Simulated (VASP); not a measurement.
# Cu5W (F-43m) in VASP: a series of runs, part 2 of 2

VASP 6.6.1. The steps go on from the part before.

## (5) Single point, PBEsol

Contents of INCAR:

```
PREC = Accurate
ENCUT = 700
EDIFF = 1E-6
ISMEAR = 1
SIGMA = 0.025
LREAL = False
LASPH = True
NELM = 120
ALGO = Normal
ISIF = 2
LWAVE = False
LCHARG = False
GGA = PS
NBANDS = 64
GGA_COMPAT = False
```

Contents of KPOINTS:

```
regular mesh
0
Gamma
  5 5 5
```

Contents of POSCAR:

```
Cu5W
1.0
    0.0000000000      3.3691140000      3.3691140000
    3.3691140000      0.0000000000      3.3691140000
    3.3691140000      3.3691140000      0.0000000000
W Cu
1 5
Direct
    0.0000000000      0.0000000000      0.0000000000
    0.2500000000      0.2500000000      0.2500000000
    0.6250000000      0.6250000000      0.6250000000
    0.1250000000      0.6250000000      0.6250000000
    0.6250000000      0.6250000000      0.1250000000
    0.6250000000      0.1250000000      0.6250000000
```

Potentials or basis: VASP PAW PBE potentials, release 64 (W_sv, Cu_sv_GW).

On the command line:

```bash
> cat potpaw_PBE.64/W_sv/POTCAR potpaw_PBE.64/Cu_sv_GW/POTCAR > POTCAR
> mpirun -np 1 vasp_std > vasp.out
```

OUTCAR:

```text
PREC = Accurate
   ENCUT = 700
   EDIFF = 1E-6
   ISMEAR = 1
   LREAL = False
   LASPH = True
   NELM = 120
   ISIF = 2
   GGA = PS

 ion  position               nearest neighbor table
   1  0.000  0.000  0.000-   3 2.79   5 2.79   6 2.79   3 2.79   4 2.79   5 2.79   3 2.79   4 2.79
                             6 2.79   4 2.79   5 2.79   6 2.79   2 2.92   2 2.92   2 2.92   2 2.92
   2  0.250  0.250  0.250-   1 2.92   1 2.92   1 2.92   1 2.92
   3  0.625  0.625  0.625-   4 2.38   5 2.38   6 2.38   5 2.38   6 2.38   4 2.38   1 2.79   1 2.79
                             1 2.79
   4  0.125  0.625  0.625-   3 2.38   5 2.38   6 2.38   3 2.38   5 2.38   6 2.38   1 2.79   1 2.79
                             1 2.79
   5  0.625  0.625  0.125-   3 2.38   3 2.38   4 2.38   6 2.38   6 2.38   4 2.38   1 2.79   1 2.79
                             1 2.79
   6  0.625  0.125  0.625-   3 2.38   5 2.38   3 2.38   4 2.38   5 2.38   4 2.38   1 2.79   1 2.79
                             1 2.79

  LATTYP: Found a face centered cubic cell.
 ALAT       =     6.7382280000

  Lattice vectors:

 A1 = (   0.0000000000,   3.3691140000,   3.3691140000)
 A2 = (   3.3691140000,   0.0000000000,   3.3691140000)
 A3 = (   3.3691140000,   3.3691140000,   0.0000000000)

Analysis of symmetry for initial positions (statically):
=====================================================================
 Subroutine PRICEL returns:
 Original cell was already a primitive cell.

 Routine SETGRP: Setting up the symmetry group for a
 face centered cubic supercell.

 Subroutine GETGRP returns: Found 24 space group operations
 (whereof 24 operations were pure point group operations)
 out of a pool of 48 trial point group operations.

The static configuration has the point symmetry T_d .

Analysis of symmetry for dynamics (positions and initial velocities):
=====================================================================
 Subroutine PRICEL returns:
 Original cell was already a primitive cell.

 Routine SETGRP: Setting up the symmetry group for a
 face centered cubic supercell.

 Subroutine GETGRP returns: Found 24 space group operations
 (whereof 24 operations were pure point group operations)
 out of a pool of 48 trial point group operations.

The dynamic configuration has the point symmetry T_d .

 Subroutine INISYM returns: Found 24 space group operations
 (whereof 24 operations are pure point group operations),
 and found     1 'primitive' translations

----------------------------------------------------------------------------------------

                                     Primitive cell

  volume of cell :      76.4851

  direct lattice vectors                    reciprocal lattice vectors
     0.000000000  3.369114000  3.369114000    -0.148406970  0.148406970  0.148406970
     3.369114000  0.000000000  3.369114000     0.148406970 -0.148406970  0.148406970
     3.369114000  3.369114000  0.000000000     0.148406970  0.148406970 -0.148406970

  length of vectors
     4.764646712  4.764646712  4.764646712     0.257048412  0.257048412  0.257048412

  position of ions in fractional coordinates (direct lattice)
     0.000000000  0.000000000  0.000000000
     0.250000000  0.250000000  0.250000000
     0.625000000  0.625000000  0.625000000
     0.125000000  0.625000000  0.625000000
     0.625000000  0.625000000  0.125000000
     0.625000000  0.125000000  0.625000000

[... 42 lines left out ...]
 -0.400000  0.200000  0.000000     24.000000
 -0.200000  0.200000  0.000000     12.000000
  0.400000  0.400000  0.000000      6.000000
 -0.400000  0.400000  0.000000     12.000000
 -0.400000  0.400000  0.200000     24.000000
   k-points           NKPTS =     10   k-points in BZ     NKDIM =     10   number of bands    NBANDS=     64
   number of dos      NEDOS =    301   number of ions     NIONS =      6
   total plane-waves  NPLWV =  74088
   dimension x,y,z NGX =    42 NGY =   42 NGZ =   42
   dimension x,y,z NGXF=    84 NGYF=   84 NGZF=   84
   ions per type =               1   5
   NGX,Y,Z   is equivalent  to a cutoff of  14.65, 14.65, 14.65 a.u.
   NGXF,Y,Z  is equivalent  to a cutoff of  29.31, 29.31, 29.31 a.u.
 SYSTEM =  unknown system
   PREC   = accura    normal or accurate (medium, high low for compatibility)
   ISTART =      0    job   : 0-new  1-cont  2-samecut
   ICHARG =      2    charge: 1-file 2-atom 10-const
   ISPIN  =      1    spin polarized calculation?
   LNONCOLLINEAR =      F non collinear calculations
   LSORBIT =      F    spin-orbit coupling
   LASPH  =      T    aspherical Exc in radial PAW
   ENCUT  =  700.0 eV  51.45 Ry    7.17 a.u.  10.28 10.28 10.28*2*pi/ulx,y,z
   NELM   =    120;   NELMIN=  2; NELMDL= -5     # of ELM steps
   EDIFF  = 0.1E-05   stopping-criterion for ELM
   LREAL  =      F    real-space projection
   EDIFFG = 0.1E-04   stopping-criterion for IOM
   NSW    =      0    number of steps for IOM
   IBRION =     -1    ionic relax: 0-MD 1-quasi-New 2-CG
   NFREE  =      0    steps in history (QN), initial steepest desc. (CG)
   ISIF   =      2    stress and relaxation
   ISYM   =      2    0-nonsym 1-usesym 2-fastsym
   POTIM  = 0.5000    time-step for ionic-motion
   TEBEG  =    0.0;   TEEND  =   0.0 temperature during run
   PSTRESS=    0.0 pullay stress
   NELECT =     109.0000    total number of electrons
   NUPDOWN=      -1.0000    fix difference up-down
   EMIN   =  10.00;   EMAX   =-10.00  energy-range for DOS
   EFERMI =   0.00;   METHOD = LEGACY
   ISMEAR =     1;   SIGMA  =   0.03  broadening in eV -4-tet -1-fermi 0-gaus
   EFERMI_NEDOS =   21; number of points for ismear=-14 and -15
   IALGO  =     38    algorithm
   IMIX   =      4    mixing-type and parameters
     AMIX     =   0.40;   BMIX     =  1.00
     AMIX_MAG =   1.60;   BMIX_MAG =  1.00
  volume/ion in A,a.u.               =      12.75        86.02
  Fermi-wavevector in a.u.,A,eV,Ry     =   1.842290  3.481423 46.178607  3.394032
  Thomas-Fermi vector in A             =   2.894229
   LORBIT       =      0    0 simple, 1 ext, 2 COOP (PROOUT), +10 PAW based schemes
   GGA     = PS    functional components
   LHFCALC =     F    Hartree Fock is set to
   AEXX    =    0.0000 exact exchange contribution
   IVDW    =     0    specifies the selected vdW correction
   LEPSILON=     F    determine dielectric tensor
   LRPA    =     F    only Hartree local field effects (RPA)
 non-spin polarized calculation
 Methfessel and Paxton  Order N= 1 SIGMA  =   0.03
  energy-cutoff  :      700.00
  volume of cell :       76.49
 maximum number of plane-waves:      3221
 NGX is ok and might be reduce to    42
   NGX = 21   NGY = 21   NGZ = 21

 number of electron     109.0000000 magnetization

 Free energy of the ion-electron system (eV)
  ---------------------------------------------------
  ext. energy  EPLUGINS =         0.00000000
  ---------------------------------------------------
  free energy    TOTEN  =       -33.38439714 eV

  energy without entropy =      -33.38271469  energy(sigma->0) =      -33.38383632

 E-fermi :   8.2321     XC(G=0): -13.4868

 val. band max:        8.2263257041   @ k =   0.4000   0.4000   0.0000
 cond. band min:       8.2415846635   @ k =   0.4000   0.2000   0.0000
 fundamental gap:      0.0152589594
 Fermi energy:         8.2320606833

 k-point     1 :       0.0000    0.0000    0.0000
  band No.  band energies     occupation
      1    -104.5360      2.00000
      2    -104.5102      2.00000
      3    -104.5102      2.00000
      4    -104.5102      2.00000
      5    -104.2926      2.00000
      6     -66.4921      2.00000
[... 659 lines left out ...]
     63      16.4753      0.00000
     64      17.1984      0.00000

------------------------ aborting loop because EDIFF is reached ----------------------------------------

  FORCE on cell =-STRESS in cart. coord.  units (eV):
  Direction    XX          YY          ZZ          XY          YZ          ZX
  --------------------------------------------------------------------------------------
  -------------------------------------------------------------------------------------
  Total       -5.8539618     -5.8539618     -5.8539618      0.0000000     -0.0000000      0.0000000
  in kB     -122.6262236   -122.6262236   -122.6262236      0.0000000     -0.0000000      0.0000000
  external PRESSURE =    -122.6262236 kB  Pullay stress =       0.0000000 kB

 VOLUME and BASIS-vectors are now :
 -----------------------------------------------------------------------------
  energy-cutoff  :      700.00
  volume of cell :       76.49
      direct lattice vectors                 reciprocal lattice vectors
     0.000000000  3.369114000  3.369114000    -0.148406970  0.148406970  0.148406970
     3.369114000  0.000000000  3.369114000     0.148406970 -0.148406970  0.148406970
     3.369114000  3.369114000  0.000000000     0.148406970  0.148406970 -0.148406970

 POSITION                                       TOTAL-FORCE (eV/Angst)
 -----------------------------------------------------------------------------------
      0.00000      0.00000      0.00000         0.000000      0.000000      0.000000
      1.68456      1.68456      1.68456         0.000000      0.000000      0.000000
      4.21139      4.21139      4.21139        -0.000729     -0.000729     -0.000729
      4.21139      2.52684      2.52684        -0.000729      0.000729      0.000729
      2.52684      2.52684      4.21139         0.000729      0.000729     -0.000729
      2.52684      4.21139      2.52684         0.000729     -0.000729      0.000729
 -----------------------------------------------------------------------------------
    total drift:                                0.000001      0.000001      0.000000

  FREE ENERGIE OF THE ION-ELECTRON SYSTEM (eV)
  ---------------------------------------------------
  free  energy   TOTEN  =       -33.3843971380 eV

  energy  without entropy=      -33.3827146872  energy(sigma->0) =      -33.38383632
```

OSZICAR:

```text
N       E                     dE             d eps       ncg     rms          rms(c)
DAV:   1     0.366147627882E+04    0.36615E+04   -0.63828E+04  1744   0.611E+03
DAV:   2     0.846298667997E+03   -0.28152E+04   -0.26974E+04  1688   0.186E+03
DAV:   3     0.506449790610E+02   -0.79565E+03   -0.74236E+03  2288   0.121E+03
DAV:   4    -0.297520797742E+02   -0.80397E+02   -0.72109E+02  2368   0.542E+02
DAV:   5    -0.398250446785E+02   -0.10073E+02   -0.96040E+01  2536   0.216E+02    0.272E+01
DAV:   6    -0.404661992941E+02   -0.64115E+00   -0.97632E+01  2280   0.372E+02    0.189E+01
DAV:   7    -0.334722400748E+02    0.69940E+01   -0.30201E+01  2080   0.221E+02    0.464E+00
DAV:   8    -0.334576293285E+02    0.14611E-01   -0.24359E+00  2520   0.411E+01    0.336E+00
DAV:   9    -0.334297540548E+02    0.27875E-01   -0.54008E-01  1888   0.493E+01    0.236E+00
DAV:  10    -0.333818505405E+02    0.47904E-01   -0.16614E-01  2176   0.274E+01    0.524E-01
DAV:  11    -0.333858138142E+02   -0.39633E-02   -0.50691E-02  2376   0.455E+00    0.386E-01
DAV:  12    -0.333846031941E+02    0.12106E-02   -0.37989E-03  2184   0.216E+00    0.153E-01
DAV:  13    -0.333843956810E+02    0.20751E-03   -0.84976E-04  2480   0.877E-01    0.194E-02
DAV:  14    -0.333843986584E+02   -0.29774E-05   -0.57266E-05  2016   0.287E-01    0.172E-02
DAV:  15    -0.333843969340E+02    0.17244E-05   -0.14409E-05  1776   0.152E-01    0.277E-03
DAV:  16    -0.333843971380E+02   -0.20399E-06   -0.13905E-06   912   0.638E-02
   1 F= -.33384397E+02 E0= -.33383836E+02  d E =-.168245E-02
```

Run time: 99 s. Hardware: 1 thread of Intel Xeon 6975P-C (Granite Rapids), shared host; peak memory 0.3 GiB.

Results:

- Free energy: -33.3844 eV
- Pressure: -12.3 GPa

Caveat: the PAW data sets were made with another functional, which shifts forces and pressure a little; spin-orbit coupling is left out, which moves the levels of the heavy elements.

## (6) Single point, PBEsol

Contents of INCAR:

```
ALGO = Normal
EDIFF = 1E-6
ENCUT = 700
GGA = PS
GGA_COMPAT = F
ISIF = 2
ISMEAR = -1
LASPH = T
LCHARG = F
LREAL = F
LWAVE = F
NBANDS = 64
NELM = 120
PREC = Accurate
SIGMA = 0.0202
```

Contents of KPOINTS:

```
k-points
0
Gamma
  5 5 5
```

POSCAR is that of step 5.

Potentials or basis: VASP PAW PBE potentials, release 64 (W_sv, Cu_sv_GW).

On the command line:

```bash
> cat potpaw_PBE.64/W_sv/POTCAR potpaw_PBE.64/Cu_sv_GW/POTCAR > POTCAR
> mpirun -np 1 vasp_std > vasp.out
```

OUTCAR:

```text
EDIFF = 1E-6
   ENCUT = 700
   GGA = PS
   ISIF = 2
   ISMEAR = -1
   LASPH = T
   LREAL = F
   NELM = 120
   PREC = Accurate

 ion  position               nearest neighbor table
   1  0.000  0.000  0.000-   3 2.79   5 2.79   6 2.79   3 2.79   4 2.79   5 2.79   3 2.79   4 2.79
                             6 2.79   4 2.79   5 2.79   6 2.79   2 2.92   2 2.92   2 2.92   2 2.92
   2  0.250  0.250  0.250-   1 2.92   1 2.92   1 2.92   1 2.92
   3  0.625  0.625  0.625-   4 2.38   5 2.38   6 2.38   5 2.38   6 2.38   4 2.38   1 2.79   1 2.79
                             1 2.79
[... 865 lines left out ...]
  -------------------------------------------------------------------------------------
  Total       -5.7660881     -5.7660881     -5.7660881      0.0000000      0.0000000     -0.0000000
  in kB     -120.7854823   -120.7854823   -120.7854823      0.0000000      0.0000000     -0.0000000
  external PRESSURE =    -120.7854823 kB  Pullay stress =       0.0000000 kB

 VOLUME and BASIS-vectors are now :
 -----------------------------------------------------------------------------
  energy-cutoff  :      700.00
  volume of cell :       76.49
      direct lattice vectors                 reciprocal lattice vectors
     0.000000000  3.369114000  3.369114000    -0.148406970  0.148406970  0.148406970
     3.369114000  0.000000000  3.369114000     0.148406970 -0.148406970  0.148406970
     3.369114000  3.369114000  0.000000000     0.148406970  0.148406970 -0.148406970

 POSITION                                       TOTAL-FORCE (eV/Angst)
 -----------------------------------------------------------------------------------
      0.00000      0.00000      0.00000        -0.000000     -0.000000     -0.000000
      1.68456      1.68456      1.68456        -0.000000     -0.000000     -0.000000
      4.21139      4.21139      4.21139         0.000283      0.000283      0.000283
      4.21139      2.52684      2.52684         0.000283     -0.000283     -0.000283
      2.52684      2.52684      4.21139        -0.000283     -0.000283      0.000283
      2.52684      4.21139      2.52684        -0.000283      0.000283     -0.000283
 -----------------------------------------------------------------------------------
    total drift:                                0.000001      0.000001      0.000000

  FREE ENERGIE OF THE ION-ELECTRON SYSTEM (eV)
  ---------------------------------------------------
  free  energy   TOTEN  =       -33.3922768911 eV

  energy  without entropy=      -33.3797133447  energy(sigma->0) =      -33.38599512
```

OSZICAR:

```text
N       E                     dE             d eps       ncg     rms          rms(c)
DAV:   1     0.366147137703E+04    0.36615E+04   -0.63828E+04  1744   0.611E+03
DAV:   2     0.846297442913E+03   -0.28152E+04   -0.26976E+04  1688   0.187E+03
DAV:   3     0.506404066085E+02   -0.79566E+03   -0.74236E+03  2288   0.121E+03
DAV:   4    -0.297616453123E+02   -0.80402E+02   -0.72102E+02  2368   0.542E+02
DAV:   5    -0.398325703643E+02   -0.10071E+02   -0.96009E+01  2536   0.216E+02    0.272E+01
DAV:   6    -0.405037593665E+02   -0.67119E+00   -0.97837E+01  2280   0.372E+02    0.189E+01
DAV:   7    -0.334764396679E+02    0.70273E+01   -0.30242E+01  2080   0.222E+02    0.462E+00
DAV:   8    -0.334653621454E+02    0.11078E-01   -0.24290E+00  2520   0.410E+01    0.335E+00
DAV:   9    -0.334364627478E+02    0.28899E-01   -0.53681E-01  1896   0.491E+01    0.234E+00
DAV:  10    -0.333898703292E+02    0.46592E-01   -0.16542E-01  2176   0.272E+01    0.529E-01
DAV:  11    -0.333938269338E+02   -0.39566E-02   -0.50586E-02  2352   0.464E+00    0.395E-01
DAV:  12    -0.333924867703E+02    0.13402E-02   -0.39832E-03  2184   0.227E+00    0.156E-01
DAV:  13    -0.333922850576E+02    0.20171E-03   -0.87601E-04  2432   0.104E+00    0.337E-02
DAV:  14    -0.333922767884E+02    0.82692E-05   -0.10148E-04  2072   0.485E-01    0.155E-02
DAV:  15    -0.333922766432E+02    0.14522E-06   -0.20512E-05  1904   0.174E-01    0.322E-03
DAV:  16    -0.333922768911E+02   -0.24790E-06   -0.16961E-06   984   0.538E-02
   1 F= -.33392277E+02 E0= -.33385995E+02  d E =-.125635E-01
```

Run time: 1.8 min. Hardware: 1 thread of Intel Xeon 6975P-C (Granite Rapids), shared host; peak memory 0.29 GiB.

What came out:

| Property | Result |
| --- | --- |
| Free energy | -33.3923 eV |
| Pressure | -12.1 GPa |

Levels at points of the mesh, in eV from the Fermi level:
```tsv
k point	band 52	band 53	band 54	band 55	band 56	band 57	band 58	band 59
(0.00, 0.00, 0.00)	-1.62	-1.62	-0.65	-0.65	-0.42	3.15	3.15	3.15
```

Caveat: the PAW data sets were made with another functional, which shifts forces and pressure a little; spin-orbit coupling is left out, which moves the levels of the heavy elements.

## (7) Summary

```csv
potentials or basis,k mesh,cutoff (eV),smearing,second run,gap on the mesh (eV),pressure (GPa)
"VASP PAW PBE potentials, release 64 (W_sv, Cu)",5 × 5 × 5,520,fermi-dirac 0.0202 eV,-,none,-8.1
"VASP PAW PBE potentials, release 64 (W_sv, Cu)",5 × 5 × 5,520,methfessel-paxton 0.025 eV,-,none,-8.2
"VASP PAW PBE potentials, release 64 (W_sv, Cu)",8 × 8 × 8,520,fermi-dirac 0.0202 eV,-,none,-8.2
"VASP PAW PBE potentials, release 64 (W_sv, Cu_sv_GW)",5 × 5 × 5,700,methfessel-paxton 0.025 eV,valence_matched,none,-12.3
"VASP PAW PBE potentials, release 64 (W_sv, Cu_sv_GW)",5 × 5 × 5,700,fermi-dirac 0.0202 eV,valence_matched,none,-12.1
```

Alike in all rows: task single point; level PBEsol; no spin polarisation; cell as given.

Caveats: the PAW data sets were made with another functional, which shifts forces and pressure a little; spin-orbit coupling is left out, which moves the levels of the heavy elements.

Absolute energies hang on the potentials; compare differences alone.
